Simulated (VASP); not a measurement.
# Ag2Ru (Fm-3m) in VASP: notebook

Runs on Ag2Ru. Level: PBE. Tasks: single point, relaxation of cell and atoms.

Program: VASP 6.6.1. These are calculated values, not measurements. Logs are shortened: lines on timing, memory, paths and dates and some standing lists are left out, and cuts for length are marked.

## 1. The cell of the first run

It takes space group Fm-3m (No. 225, cubic). Conventional cell: a = 6.203 Å, b = 6.203 Å, c = 6.203 Å, α = 90.00°, β = 90.00°, γ = 90.00°. Ag (site symmetry -43m) has 4 Ru at 2.69 Å and 6 Ag at 3.10 Å within 3.5 Å. Ru (site symmetry m-3m) has 8 Ag at 2.69 Å within 3.5 Å.

## 2. Single point, PBE

Input file INCAR:

```
SYSTEM = Ag2Ru
PREC = Accurate ; ENCUT = 520
EDIFF = 1E-7 ; ISMEAR = 0
SIGMA = 0.1 ; LREAL = .FALSE.
LASPH = .TRUE. ; NELM = 80
ALGO = Fast ; ISIF = 2
LWAVE = .FALSE. ; LCHARG = .FALSE.
GGA = PE ; NBANDS = 25
```

Input file KPOINTS:

```
Automatic mesh
0
G
  14 14 14
  0 0 0
```

Input file POSCAR:

```
Ag2Ru
1.0
    0.0000000000      3.1013596614      3.1013596614
    3.1013596614      0.0000000000      3.1013596614
    3.1013596614      3.1013596614      0.0000000000
Ag Ru
2 1
Direct
    0.2500000000      0.2500000000      0.2500000000
    0.7500000000      0.7500000000      0.7500000000
    0.0000000000      0.0000000000      0.0000000000
```

Potentials or basis: VASP PAW PBE potentials, release 64 (Ag, Ru_pv).

The run is started by

```console
> cat potpaw_PBE.64/Ag/POTCAR potpaw_PBE.64/Ru_pv/POTCAR > POTCAR
> mpirun -np 1 vasp_std > vasp.out
```

OUTCAR:

```text
SYSTEM = Ag2Ru
   PREC = Accurate
   ENCUT = 520
   EDIFF = 1E-7
   ISMEAR = 0
   LREAL = .FALSE.
   LASPH = .TRUE.
   NELM = 80
   ISIF = 2
   GGA = PE

 ion  position               nearest neighbor table
   1  0.250  0.250  0.250-   3 2.69   3 2.69   3 2.69   3 2.69   2 3.10   2 3.10   2 3.10   2 3.10
                             2 3.10   2 3.10
   2  0.750  0.750  0.750-   3 2.69   3 2.69   3 2.69   3 2.69   1 3.10   1 3.10   1 3.10   1 3.10
                             1 3.10   1 3.10
   3  0.000  0.000  0.000-   2 2.69   2 2.69   2 2.69   1 2.69   2 2.69   1 2.69   1 2.69   1 2.69

  LATTYP: Found a face centered cubic cell.
 ALAT       =     6.2027193228

  Lattice vectors:

 A1 = (   0.0000000000,   3.1013596614,   3.1013596614)
 A2 = (   3.1013596614,   0.0000000000,   3.1013596614)
 A3 = (   3.1013596614,   3.1013596614,   0.0000000000)

Analysis of symmetry for initial positions (statically):
=====================================================================
 Subroutine PRICEL returns:
 Original cell was already a primitive cell.

 Routine SETGRP: Setting up the symmetry group for a
 face centered cubic supercell.

 Subroutine GETGRP returns: Found 48 space group operations
 (whereof 48 operations were pure point group operations)
 out of a pool of 48 trial point group operations.

The static configuration has the point symmetry O_h .

Analysis of symmetry for dynamics (positions and initial velocities):
=====================================================================
 Subroutine PRICEL returns:
 Original cell was already a primitive cell.

 Routine SETGRP: Setting up the symmetry group for a
 face centered cubic supercell.

 Subroutine GETGRP returns: Found 48 space group operations
 (whereof 48 operations were pure point group operations)
 out of a pool of 48 trial point group operations.

The dynamic configuration has the point symmetry O_h .

 Subroutine INISYM returns: Found 48 space group operations
 (whereof 48 operations are pure point group operations),
 and found     1 'primitive' translations

----------------------------------------------------------------------------------------

                                     Primitive cell

  volume of cell :      59.6604

  direct lattice vectors                    reciprocal lattice vectors
     0.000000000  3.101359661  3.101359661    -0.161219612  0.161219612  0.161219612
     3.101359661  0.000000000  3.101359661     0.161219612 -0.161219612  0.161219612
     3.101359661  3.101359661  0.000000000     0.161219612  0.161219612 -0.161219612

  length of vectors
     4.385984895  4.385984895  4.385984895     0.279240558  0.279240558  0.279240558

  position of ions in fractional coordinates (direct lattice)
     0.250000000  0.250000000  0.250000000
     0.750000000  0.750000000  0.750000000
     0.000000000  0.000000000  0.000000000

  ion indices of the primitive-cell ions
   primitive index   ion index
                 1           1
                 2           2
                 3           3

----------------------------------------------------------------------------------------

 KPOINTS: Automatic mesh

Automatic generation of k-mesh.
 Grid dimensions read from file:
 generate k-points for:   14   14   14

 Generating k-lattice:

  Cartesian coordinates                     Fractional coordinates (reciprocal lattice)
    -0.011515687  0.011515687  0.011515687     0.071428571  0.000000000  0.000000000
     0.011515687 -0.011515687  0.011515687     0.000000000  0.071428571  0.000000000
     0.011515687  0.011515687 -0.011515687     0.000000000  0.000000000  0.071428571

  Length of vectors
     0.019945754  0.019945754  0.019945754

  Shift w.r.t. Gamma in fractional coordinates (k-lattice)
     0.000000000  0.000000000  0.000000000

 Subroutine IBZKPT returns following result:
 ===========================================

 Found    104 irreducible k-points:

 Following reciprocal coordinates:
            Coordinates               Weight
  0.000000  0.000000  0.000000      1.000000
  0.071429  0.000000  0.000000      8.000000
  0.142857  0.000000  0.000000      8.000000
  0.214286  0.000000  0.000000      8.000000
  0.285714  0.000000  0.000000      8.000000
  0.357143  0.000000  0.000000      8.000000
[... 16 lines left out ...]
  0.214286  0.142857  0.000000     24.000000
  0.285714  0.142857  0.000000     24.000000
 [... further k-points ...]
   k-points           NKPTS =    104   k-points in BZ     NKDIM =    104   number of bands    NBANDS=     25
   number of dos      NEDOS =    301   number of ions     NIONS =      3
   total plane-waves  NPLWV =  46656
   dimension x,y,z NGX =    36 NGY =   36 NGZ =   36
   dimension x,y,z NGXF=    72 NGYF=   72 NGZF=   72
   ions per type =               2   1
   NGX,Y,Z   is equivalent  to a cutoff of  13.65, 13.65, 13.65 a.u.
   NGXF,Y,Z  is equivalent  to a cutoff of  27.29, 27.29, 27.29 a.u.
 SYSTEM =  Ag2Ru
   PREC   = accura    normal or accurate (medium, high low for compatibility)
   ISTART =      0    job   : 0-new  1-cont  2-samecut
   ICHARG =      2    charge: 1-file 2-atom 10-const
   ISPIN  =      1    spin polarized calculation?
   LNONCOLLINEAR =      F non collinear calculations
   LSORBIT =      F    spin-orbit coupling
   LASPH  =      T    aspherical Exc in radial PAW
   ENCUT  =  520.0 eV  38.22 Ry    6.18 a.u.   8.16  8.16  8.16*2*pi/ulx,y,z
   NELM   =     80;   NELMIN=  2; NELMDL= -5     # of ELM steps
   EDIFF  = 0.1E-06   stopping-criterion for ELM
   LREAL  =      F    real-space projection
   EDIFFG = 0.1E-05   stopping-criterion for IOM
   NSW    =      0    number of steps for IOM
   IBRION =     -1    ionic relax: 0-MD 1-quasi-New 2-CG
   NFREE  =      0    steps in history (QN), initial steepest desc. (CG)
   ISIF   =      2    stress and relaxation
   ISYM   =      2    0-nonsym 1-usesym 2-fastsym
   POTIM  = 0.5000    time-step for ionic-motion
   TEBEG  =    0.0;   TEEND  =   0.0 temperature during run
   PSTRESS=    0.0 pullay stress
   NELECT =      36.0000    total number of electrons
   NUPDOWN=      -1.0000    fix difference up-down
   EMIN   =  10.00;   EMAX   =-10.00  energy-range for DOS
   EFERMI =   0.00;   METHOD = LEGACY
   ISMEAR =     0;   SIGMA  =   0.10  broadening in eV -4-tet -1-fermi 0-gaus
   EFERMI_NEDOS =   21; number of points for ismear=-14 and -15
   IALGO  =     68    algorithm
   IMIX   =      4    mixing-type and parameters
     AMIX     =   0.40;   BMIX     =  1.00
     AMIX_MAG =   1.60;   BMIX_MAG =  1.00
  volume/ion in A,a.u.               =      19.89       134.20
  Fermi-wavevector in a.u.,A,eV,Ry     =   1.383397  2.614241 26.038661  1.913788
  Thomas-Fermi vector in A             =   2.507999
   LORBIT       =      0    0 simple, 1 ext, 2 COOP (PROOUT), +10 PAW based schemes
   GGA     = PE    functional components
   LHFCALC =     F    Hartree Fock is set to
   AEXX    =    0.0000 exact exchange contribution
   IVDW    =     0    specifies the selected vdW correction
   LEPSILON=     F    determine dielectric tensor
   LRPA    =     F    only Hartree local field effects (RPA)
 non-spin polarized calculation
 RMM-DIIS sequential band-by-band and
 Gauss-broadening in eV      SIGMA  =   0.10
  energy-cutoff  :      520.00
  volume of cell :       59.66
 maximum number of plane-waves:      1639
 NGX is ok and might be reduce to    36
   NGX = 17   NGY = 17   NGZ = 17

 number of electron      36.0000001 magnetization

 Free energy of the ion-electron system (eV)
  ---------------------------------------------------
  ext. energy  EPLUGINS =         0.00000000
  ---------------------------------------------------
  free energy    TOTEN  =       -11.25443971 eV

  energy without entropy =      -11.19919506  energy(sigma->0) =      -11.22681739

 E-fermi :   6.3931     XC(G=0): -11.2861

 val. band max:        6.3909822234   @ k =   0.5000   0.1429   0.0714
 cond. band min:       6.3934972550   @ k =  -0.4286   0.2143   0.0714
 fundamental gap:      0.0025150316
 Fermi energy:         6.3931210140

 k-point     1 :       0.0000    0.0000    0.0000
  band No.  band energies     occupation
      1     -35.4269      2.00000
      2     -35.4269      2.00000
      3     -35.4269      2.00000
      4       0.2529      2.00000
      5       1.0667      2.00000
      6       1.0667      2.00000
[... 17 lines left out ...]
     24      16.1563      0.00000
     25      16.2874      0.00000

 k-point     2 :       0.0714    0.0000    0.0000
  band No.  band energies     occupation
      1     -35.4270      2.00000
      2     -35.4269      2.00000
      3     -35.4269      2.00000
      4       0.3195      2.00000
      5       1.0914      2.00000
      6       1.0914      2.00000
[... 17 lines left out ...]
     24      16.0135      0.00000
     25      16.2898      0.00000

 k-point     3 :       0.1429    0.0000    0.0000
  band No.  band energies     occupation
      1     -35.4273      2.00000
      2     -35.4269      2.00000
      3     -35.4269      2.00000
      4       0.5134      2.00000
      5       1.1645      2.00000
      6       1.1645      2.00000
[... 17 lines left out ...]
     24      15.9307      0.00000
     25      16.2342      0.00000

 k-point     4 :       0.2143    0.0000    0.0000
  band No.  band energies     occupation
      1     -35.4278      2.00000
      2     -35.4268      2.00000
      3     -35.4268      2.00000
      4       0.8142      2.00000
      5       1.2834      2.00000
      6       1.2834      2.00000
[... 17 lines left out ...]
     24      15.9658      0.00000
     25      16.0629      0.00000

 k-point     5 :       0.2857    0.0000    0.0000
  band No.  band energies     occupation
      1     -35.4283      2.00000
      2     -35.4268      2.00000
      3     -35.4268      2.00000
      4       1.1698      2.00000
      5       1.4428      2.00000
      6       1.4428      2.00000
[... 17 lines left out ...]
     24      15.8785      0.00000
     25      15.8875      0.00000

 k-point     6 :       0.3571    0.0000    0.0000
  band No.  band energies     occupation
      1     -35.4287      2.00000
      2     -35.4268      2.00000
      3     -35.4268      2.00000
      4       1.4447      2.00000
      5       1.6330      2.00000
      6       1.6330      2.00000
[... 17 lines left out ...]
     24      15.7233      0.00000
     25      15.7307      0.00000
[... 393 lines left out ...]
 k-point    21 :      -0.0714    0.0714    0.0000
  band No.  band energies     occupation
      1     -35.4272      2.00000
      2     -35.4269      2.00000
      3     -35.4269      2.00000
      4       0.4275      2.00000
      5       1.1225      2.00000
      6       1.1426      2.00000
[... 17 lines left out ...]
     24      15.7153      0.00000
     25      15.7271      0.00000

 k-point    22 :       0.1429    0.1429    0.0000
  band No.  band energies     occupation
      1     -35.4275      2.00000
      2     -35.4268      2.00000
      3     -35.4268      2.00000
      4       0.5815      2.00000
      5       1.1535      2.00000
      6       1.2528      2.00000
[... 17 lines left out ...]
     24      15.0759      0.00000
     25      17.1166      0.00000

 k-point    23 :       0.2143    0.1429    0.0000
  band No.  band energies     occupation
      1     -35.4278      2.00000
      2     -35.4269      2.00000
      3     -35.4268      2.00000
      4       0.7716      2.00000
      5       1.2167      2.00000
      6       1.3876      2.00000
[... 17 lines left out ...]
     24      15.0808      0.00000
     25      17.3329      0.00000

 k-point    24 :       0.2857    0.1429    0.0000
  band No.  band energies     occupation
      1     -35.4282      2.00000
      2     -35.4269      2.00000
      3     -35.4268      2.00000
      4       1.0127      2.00000
      5       1.3192      2.00000
      6       1.5317      2.00000
[... 17 lines left out ...]
     24      15.5941      0.00000
     25      17.2218      0.00000

 [... further k-points ...]
[... 5 lines left out ...]
  --------------------------------------------------------------------------------------
  -------------------------------------------------------------------------------------
  Total       -0.0311600     -0.0311600     -0.0311600     -0.0000000      0.0000000     -0.0000000
  in kB       -0.8367987     -0.8367987     -0.8367987     -0.0000000      0.0000000     -0.0000000
  external PRESSURE =      -0.8367987 kB  Pullay stress =       0.0000000 kB

 VOLUME and BASIS-vectors are now :
 -----------------------------------------------------------------------------
  energy-cutoff  :      520.00
  volume of cell :       59.66
      direct lattice vectors                 reciprocal lattice vectors
     0.000000000  3.101359661  3.101359661    -0.161219612  0.161219612  0.161219612
     3.101359661  0.000000000  3.101359661     0.161219612 -0.161219612  0.161219612
     3.101359661  3.101359661  0.000000000     0.161219612  0.161219612 -0.161219612

 POSITION                                       TOTAL-FORCE (eV/Angst)
 -----------------------------------------------------------------------------------
      1.55068      1.55068      1.55068        -0.000000      0.000000     -0.000000
      4.65204      4.65204      4.65204        -0.000000      0.000000      0.000000
      0.00000      0.00000      0.00000         0.000000     -0.000000      0.000000
 -----------------------------------------------------------------------------------
    total drift:                                0.000000      0.000000      0.000000

  FREE ENERGIE OF THE ION-ELECTRON SYSTEM (eV)
  ---------------------------------------------------
  free  energy   TOTEN  =       -11.2544397111 eV

  energy  without entropy=      -11.1991950626  energy(sigma->0) =      -11.22681739
```

It took 5.1 min on 1 thread of AMD EPYC 7R13, shared host; peak memory 0.28 GiB.

What came out:

| Item | Value |
| --- | --- |
| Free energy | -11.2544 eV |
| Pressure | -0.1 GPa |
| Band gap on the k mesh | zero (bands 18 and 19 overlap by 0.47 eV) |

## 3. Relaxation of cell and atoms, PBE

Input file INCAR:

```
SYSTEM = Ag2Ru
PREC     = Accurate       ! precision mode
ENCUT    = 600            ! plane-wave cutoff, eV
EDIFF    = 1E-6           ! SCF threshold, eV
ISMEAR   = 0              ! smearing method
SIGMA    = 0.1            ! smearing width, eV
LREAL    = .FALSE.        ! projectors in reciprocal space
LASPH    = .TRUE.         ! aspherical terms in the spheres
NELM     = 80             ! most SCF steps
ALGO     = Fast           ! electronic algorithm
ISIF     = 3              ! what is computed and relaxed
LWAVE    = .FALSE.        ! write WAVECAR
LCHARG   = .FALSE.        ! write CHGCAR
GGA      = PE             ! functional
IBRION   = 2              ! ionic algorithm
NSW      = 100            ! ionic steps
EDIFFG   = -0.01          ! ionic threshold
```

Input file KPOINTS:

```
regular mesh
0
G
  14 14 14
  0 0 0
```

POSCAR is that of step 2.

Potentials or basis: VASP PAW PBE potentials, release 64 (Ag, Ru_pv).

The run is started by

```console
> cat potpaw_PBE.64/Ag/POTCAR potpaw_PBE.64/Ru_pv/POTCAR > POTCAR
> mpirun -np 1 vasp_std > vasp.out
```

Run time: 7.1 min. Hardware: 1 thread of AMD EPYC 7R13, shared host; peak memory 0.31 GiB.

It converged, with:

* Free energy: -11.2543 eV
* Relaxed volume: 19.86 Å³/atom
* Relaxed cell: a = 4.384 Å, b = 4.384 Å, c = 4.384 Å, α = 60.00°, β = 60.00°, γ = 60.00°
* Space group after relaxing (to 0.1 Å): Fm-3m (No. 225)
* Energy gained by relaxing: 0.0 meV/atom
* Ionic steps: 3
* Pressure after relaxing: 0.0 GPa
* Band gap on the k mesh: zero (bands 18 and 19 overlap by 0.47 eV)

Final structure:
```xyz
3
Lattice="0.0000 3.1002 3.1002 3.1002 0.0000 3.1002 3.1002 3.1002 0.0000" Properties=species:S:1:pos:R:3 pbc="T T T"
Ag    1.5501    1.5501    1.5501
Ag    4.6502    4.6502    4.6502
Ru    0.0000    0.0000    0.0000
```

Levels at points of the mesh, in eV from the Fermi level:
```csv
k point,band 14,band 15,band 16,band 17,band 18,band 19,band 20,band 21,band 22
"(0.00, 0.00, 0.00)",-2.89,-1.12,-1.12,-1.12,0.07,0.07,8.07,8.64,8.64
"(0.50, 0.00, 0.00)",-3.67,-2.12,-0.64,-0.64,0.06,0.06,0.84,6.35,6.35
"(0.50, 0.50, 0.00)",-2.38,-1.26,-0.64,-0.39,0.13,0.13,1.30,2.19,2.19
```
